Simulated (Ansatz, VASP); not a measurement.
Rh in VASP and in Ansatz

```
CELL_PARAMETERS angstrom
0.00000 1.89785 1.89785
1.89785 0.00000 1.89785
1.89785 1.89785 0.00000
ATOMIC_POSITIONS crystal
Rh 0.00000 0.00000 0.00000
```

Alike in both runs: task single point; functional revPBE; k mesh 14 × 14 × 14; no spin polarisation.

|  | VASP | Ansatz |
| --- | --- | --- |
| version | VASP 6.6.1 | Ansatz 0.2.0 |
| potentials or method | VASP PAW PBE potentials, release 64 (Rh_pv), cutoff 520 eV | plane waves, PAW |
| occupations | methfessel-paxton of order 1, width 0.15 eV | cold, width 0.15 eV |
| valence electrons in the cell | 15 | 17 |

|  | VASP | Ansatz | Ansatz less VASP |
| --- | --- | --- | --- |
| pressure (GPa) | 11.1 | 10.8 | -0.32 |

VASP's potentials were made for PBE, not for revPBE. VASP's potentials hold 15 valence electrons a cell and Ansatz's 17, so a difference there can come from the potentials and not from the codes.
